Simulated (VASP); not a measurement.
# Sr (Im-3m) in VASP: single point with PBE

Aim: the single point of Sr with PBE.

Everything below comes from runs of VASP 6.6.1. Logs are shortened: lines on timing, memory, paths and dates and some standing lists are left out, and cuts for length are marked.

### Step 1. The cell of the first run

It takes space group Im-3m (No. 229, cubic). Conventional cell: a = 4.779 Å, b = 4.779 Å, c = 4.779 Å, α = 90.00°, β = 90.00°, γ = 90.00°. Sr (site symmetry m-3m) has 14 Sr at 4.14 to 4.78 Å within 5.4 Å.

### Step 2. Single point, PBE

File INCAR:

```
SYSTEM = Sr
ALGO     = Normal         ! electronic algorithm
EDIFF    = 1E-6           ! SCF threshold, eV
ENCUT    = 520            ! plane-wave cutoff, eV
GGA      = PE             ! functional
ISIF     = 2              ! what is computed and relaxed
ISMEAR   = -1             ! smearing method
LASPH    = .TRUE.         ! aspherical terms in the spheres
LCHARG   = .FALSE.        ! write CHGCAR
LREAL    = .FALSE.        ! projectors in reciprocal space
LWAVE    = .FALSE.        ! write WAVECAR
NBANDS   = 11             ! bands
NELM     = 100            ! most SCF steps
PREC     = Accurate       ! precision mode
SIGMA    = 0.13605693000000002 ! smearing width, eV
```

File KPOINTS:

```
k-points
0
G
  10 10 10
  0 0 0
```

File POSCAR:

```
Sr
1.0
   -2.3896837289      2.3896837289      2.3896837289
    2.3896837289     -2.3896837289      2.3896837289
    2.3896837289      2.3896837289     -2.3896837289
Sr
1
Direct
    0.0000000000      0.0000000000      0.0000000000
```

Potentials or basis: VASP PAW PBE potentials, release 64 (Sr_sv).

Started as:

```console
$ cat potpaw_PBE.64/Sr_sv/POTCAR > POTCAR
$ mpirun -np 1 vasp_std > vasp.out
```

OUTCAR:

```text
SYSTEM = Sr
   EDIFF = 1E-6
   ENCUT = 520
   GGA = PE
   ISIF = 2
   ISMEAR = -1
   LASPH = .TRUE.
   LREAL = .FALSE.
   NELM = 100
   PREC = Accurate

 ion  position               nearest neighbor table
   1  0.000  0.000  0.000-

  LATTYP: Found a body centered cubic cell.
 ALAT       =     4.7793674578

  Lattice vectors:

 A1 = (  -2.3896837289,   2.3896837289,   2.3896837289)
 A2 = (   2.3896837289,  -2.3896837289,   2.3896837289)
 A3 = (   2.3896837289,   2.3896837289,  -2.3896837289)

Analysis of symmetry for initial positions (statically):
=====================================================================
 Subroutine PRICEL returns:
 Original cell was already a primitive cell.

 Routine SETGRP: Setting up the symmetry group for a
 body centered cubic supercell.

 Subroutine GETGRP returns: Found 48 space group operations
 (whereof 48 operations were pure point group operations)
 out of a pool of 48 trial point group operations.

The static configuration has the point symmetry O_h .

Analysis of symmetry for dynamics (positions and initial velocities):
=====================================================================
 Subroutine PRICEL returns:
 Original cell was already a primitive cell.

 Routine SETGRP: Setting up the symmetry group for a
 body centered cubic supercell.

 Subroutine GETGRP returns: Found 48 space group operations
 (whereof 48 operations were pure point group operations)
 out of a pool of 48 trial point group operations.

The dynamic configuration has the point symmetry O_h .

 Subroutine INISYM returns: Found 48 space group operations
 (whereof 48 operations are pure point group operations),
 and found     1 'primitive' translations

----------------------------------------------------------------------------------------

                                     Primitive cell

  volume of cell :      54.5860

  direct lattice vectors                    reciprocal lattice vectors
    -2.389683729  2.389683729  2.389683729     0.000000000  0.209232709  0.209232709
     2.389683729 -2.389683729  2.389683729     0.209232709  0.000000000  0.209232709
     2.389683729  2.389683729 -2.389683729     0.209232709  0.209232709  0.000000000

  length of vectors
     4.139053632  4.139053632  4.139053632     0.295899735  0.295899735  0.295899735

  position of ions in fractional coordinates (direct lattice)
     0.000000000  0.000000000  0.000000000

  ion indices of the primitive-cell ions
   primitive index   ion index
                 1           1

----------------------------------------------------------------------------------------

 KPOINTS: k-points

Automatic generation of k-mesh.
 Grid dimensions read from file:
 generate k-points for:   10   10   10

 Generating k-lattice:

  Cartesian coordinates                     Fractional coordinates (reciprocal lattice)
     0.000000000  0.020923271  0.020923271     0.100000000  0.000000000  0.000000000
     0.020923271  0.000000000  0.020923271     0.000000000  0.100000000  0.000000000
     0.020923271  0.020923271  0.000000000     0.000000000  0.000000000  0.100000000

  Length of vectors
     0.029589973  0.029589973  0.029589973

  Shift w.r.t. Gamma in fractional coordinates (k-lattice)
     0.000000000  0.000000000  0.000000000

 Subroutine IBZKPT returns following result:
 ===========================================

 Found     47 irreducible k-points:

 Following reciprocal coordinates:
            Coordinates               Weight
  0.000000  0.000000  0.000000      1.000000
  0.100000  0.000000  0.000000     12.000000
  0.200000  0.000000  0.000000     12.000000
  0.300000  0.000000  0.000000     12.000000
  0.400000  0.000000  0.000000     12.000000
  0.500000  0.000000  0.000000      6.000000
[... 16 lines left out ...]
  0.300000  0.300000  0.100000      8.000000
 -0.300000  0.300000  0.100000     24.000000
 [... further k-points ...]
   k-points           NKPTS =     47   k-points in BZ     NKDIM =     47   number of bands    NBANDS=     11
   number of dos      NEDOS =    301   number of ions     NIONS =      1
   total plane-waves  NPLWV =  32768
   dimension x,y,z NGX =    32 NGY =   32 NGZ =   32
   dimension x,y,z NGXF=    64 NGYF=   64 NGZF=   64
   ions per type =               1
   NGX,Y,Z   is equivalent  to a cutoff of  12.85, 12.85, 12.85 a.u.
   NGXF,Y,Z  is equivalent  to a cutoff of  25.71, 25.71, 25.71 a.u.
 SYSTEM =  Sr
   PREC   = accura    normal or accurate (medium, high low for compatibility)
   ISTART =      0    job   : 0-new  1-cont  2-samecut
   ICHARG =      2    charge: 1-file 2-atom 10-const
   ISPIN  =      1    spin polarized calculation?
   LNONCOLLINEAR =      F non collinear calculations
   LSORBIT =      F    spin-orbit coupling
   LASPH  =      T    aspherical Exc in radial PAW
   ENCUT  =  520.0 eV  38.22 Ry    6.18 a.u.   7.70  7.70  7.70*2*pi/ulx,y,z
   NELM   =    100;   NELMIN=  2; NELMDL= -5     # of ELM steps
   EDIFF  = 0.1E-05   stopping-criterion for ELM
   LREAL  =      F    real-space projection
   EDIFFG = 0.1E-04   stopping-criterion for IOM
   NSW    =      0    number of steps for IOM
   IBRION =     -1    ionic relax: 0-MD 1-quasi-New 2-CG
   NFREE  =      0    steps in history (QN), initial steepest desc. (CG)
   ISIF   =      2    stress and relaxation
   ISYM   =      2    0-nonsym 1-usesym 2-fastsym
   POTIM  = 0.5000    time-step for ionic-motion
   TEBEG  =    0.0;   TEEND  =   0.0 temperature during run
   PSTRESS=    0.0 pullay stress
   NELECT =      10.0000    total number of electrons
   NUPDOWN=      -1.0000    fix difference up-down
   EMIN   =  10.00;   EMAX   =-10.00  energy-range for DOS
   EFERMI =   0.00;   METHOD = LEGACY
   ISMEAR =    -1;   SIGMA  =   0.14  broadening in eV -4-tet -1-fermi 0-gaus
   EFERMI_NEDOS =   21; number of points for ismear=-14 and -15
   IALGO  =     38    algorithm
   IMIX   =      4    mixing-type and parameters
     AMIX     =   0.40;   BMIX     =  1.00
     AMIX_MAG =   1.60;   BMIX_MAG =  1.00
  volume/ion in A,a.u.               =      54.59       368.36
  Fermi-wavevector in a.u.,A,eV,Ry     =   0.929782  1.757033 11.762159  0.864494
  Thomas-Fermi vector in A             =   2.056101
   LORBIT       =      0    0 simple, 1 ext, 2 COOP (PROOUT), +10 PAW based schemes
   GGA     = PE    functional components
   LHFCALC =     F    Hartree Fock is set to
   AEXX    =    0.0000 exact exchange contribution
   IVDW    =     0    specifies the selected vdW correction
   LEPSILON=     F    determine dielectric tensor
   LRPA    =     F    only Hartree local field effects (RPA)
 non-spin polarized calculation
  energy-cutoff  :      520.00
  volume of cell :       54.59
 maximum number of plane-waves:      1490
   NGX = 15   NGY = 15   NGZ = 15

 number of electron      10.0000000 magnetization

 Free energy of the ion-electron system (eV)
  ---------------------------------------------------
  ext. energy  EPLUGINS =         0.00000000
  ---------------------------------------------------
  free energy    TOTEN  =        -1.67183644 eV

  energy without entropy =       -1.58942871  energy(sigma->0) =       -1.63063258

 E-fermi :   1.5701     XC(G=0):  -7.3713

 val. band max:        1.5382178995   @ k =   0.5000   0.5000   0.4000
 cond. band min:       1.5729585171   @ k =   0.5000   0.5000   0.3000
 fundamental gap:      0.0347406176
 Fermi energy:         1.5701042102

 k-point     1 :       0.0000    0.0000    0.0000
  band No.  band energies     occupation
      1     -34.9914      2.00000
      2     -16.8761      2.00000
      3     -16.8761      2.00000
      4     -16.8761      2.00000
      5      -2.0412      2.00000
      6       3.9943      0.00000
      7       3.9943      0.00000
      8       3.9943      0.00000
      9       5.3250      0.00000
     10       5.3250      0.00000
     11       9.7122      0.00000

 k-point     2 :       0.1000    0.0000    0.0000
  band No.  band energies     occupation
      1     -34.9899      2.00000
      2     -16.8961      2.00000
      3     -16.8827      2.00000
      4     -16.8761      2.00000
      5      -1.8702      2.00000
      6       3.8442      0.00000
      7       3.8781      0.00000
      8       4.1602      0.00000
      9       5.1221      0.00000
     10       5.3170      0.00000
     11       9.8797      0.00000

 k-point     3 :       0.2000    0.0000    0.0000
  band No.  band energies     occupation
      1     -34.9859      2.00000
      2     -16.9479      2.00000
      3     -16.8997      2.00000
      4     -16.8762      2.00000
      5      -1.3813      2.00000
      6       3.3936      0.00000
      7       3.5044      0.00000
      8       4.6478      0.00000
      9       5.0214      0.00000
     10       5.3376      0.00000
     11       9.8615      0.00000

 k-point     4 :       0.3000    0.0000    0.0000
  band No.  band energies     occupation
      1     -34.9811      2.00000
      2     -17.0105      2.00000
      3     -16.9206      2.00000
      4     -16.8762      2.00000
      5      -0.6521      2.00000
      6       2.7316      0.00039
      7       3.1565      0.00002
      8       5.1555      0.00000
      9       5.4225      0.00000
     10       5.4576      0.00000
     11       8.8833      0.00000

 k-point     5 :       0.4000    0.0000    0.0000
  band No.  band energies     occupation
      1     -34.9771      2.00000
      2     -17.0603      2.00000
      3     -16.9374      2.00000
      4     -16.8762      2.00000
      5       0.1517      1.99994
      6       2.1538      0.02704
      7       2.9141      0.00010
      8       5.2054      0.00000
      9       5.6772      0.00000
     10       6.3879      0.00000
     11       7.8994      0.00000
[... 211 lines left out ...]
 k-point    21 :       0.3000    0.2000    0.1000
  band No.  band energies     occupation
      1     -34.9751      2.00000
      2     -17.0366      2.00000
      3     -16.9665      2.00000
      4     -16.9120      2.00000
      5       1.1829      1.89023
      6       1.9440      0.12035
      7       2.3133      0.00845
      8       5.3983      0.00000
      9       5.7711      0.00000
     10       5.9981      0.00000
     11       7.5322      0.00000

 k-point    22 :      -0.2000    0.2000    0.1000
  band No.  band energies     occupation
      1     -34.9845      2.00000
      2     -16.9478      2.00000
      3     -16.9066      2.00000
      4     -16.8922      2.00000
      5      -1.2215      2.00000
      6       3.4449      0.00000
      7       3.5996      0.00000
      8       4.3670      0.00000
      9       4.6055      0.00000
     10       5.7055      0.00000
     11       9.5805      0.00000

 k-point    23 :       0.3000    0.3000    0.1000
  band No.  band energies     occupation
      1     -34.9745      2.00000
      2     -17.0037      2.00000
      3     -17.0037      2.00000
      4     -16.9184      2.00000
      5       1.8500      0.22668
      6       1.8752      0.19197
      7       1.8752      0.19197
      8       5.2233      0.00000
      9       5.7709      0.00000
     10       5.7709      0.00000
     11       8.0693      0.00000

 k-point    24 :      -0.3000    0.3000    0.1000
  band No.  band energies     occupation
      1     -34.9798      2.00000
      2     -17.0077      2.00000
      3     -16.9278      2.00000
      4     -16.8915      2.00000
      5      -0.5033      2.00000
      6       2.7444      0.00036
      7       3.2822      0.00001
      8       4.5329      0.00000
      9       5.3696      0.00000
     10       5.7437      0.00000
     11       8.4751      0.00000

 [... further k-points ...]
[... 5 lines left out ...]
  --------------------------------------------------------------------------------------
  -------------------------------------------------------------------------------------
  Total        0.0050573      0.0050573      0.0050573      0.0000000     -0.0000000      0.0000000
  in kB        0.1484378      0.1484378      0.1484378      0.0000000     -0.0000000      0.0000000
  external PRESSURE =       0.1484378 kB  Pullay stress =       0.0000000 kB

 VOLUME and BASIS-vectors are now :
 -----------------------------------------------------------------------------
  energy-cutoff  :      520.00
  volume of cell :       54.59
      direct lattice vectors                 reciprocal lattice vectors
    -2.389683729  2.389683729  2.389683729     0.000000000  0.209232709  0.209232709
     2.389683729 -2.389683729  2.389683729     0.209232709  0.000000000  0.209232709
     2.389683729  2.389683729 -2.389683729     0.209232709  0.209232709  0.000000000

 POSITION                                       TOTAL-FORCE (eV/Angst)
 -----------------------------------------------------------------------------------
      0.00000      0.00000      0.00000         0.000000     -0.000000      0.000000
 -----------------------------------------------------------------------------------
    total drift:                                0.000000      0.000000      0.000000

  FREE ENERGIE OF THE ION-ELECTRON SYSTEM (eV)
  ---------------------------------------------------
  free  energy   TOTEN  =        -1.6718364395 eV

  energy  without entropy=       -1.5894287105  energy(sigma->0) =       -1.63063258
```

It took 11 s on 1 thread of Intel Xeon Platinum 8488C (Sapphire Rapids), shared host; peak memory 0.18 GiB.

Results:

| Quantity | Value |
| --- | --- |
| Free energy | -1.6718 eV |
| Pressure | 0.0 GPa |
| Band gap on the k mesh | zero (band 5 reaches 1.85 eV, above the bottom of band 6 at 1.47 eV) |

Levels at points of the mesh, in eV from the Fermi level:
| k point | band 1 | band 2 | band 3 | band 4 | band 5 | band 6 | band 7 | band 8 | band 9 | band 10 |
| --- | --- | --- | --- | --- | --- | --- | --- | --- | --- | --- |
| (0.00, 0.00, 0.00) | -36.56 | -18.45 | -18.45 | -18.45 | -3.61 | 2.42 | 2.42 | 2.42 | 3.75 | 3.75 |
| (0.50, 0.00, 0.00) | -36.55 | -18.65 | -18.51 | -18.45 | -0.97 | 0.27 | 1.26 | 3.57 | 4.25 | 5.47 |
| (0.50, 0.50, 0.50) | -36.53 | -18.59 | -18.59 | -18.59 | -0.11 | -0.11 | 3.69 | 3.69 | 3.69 | 5.07 |
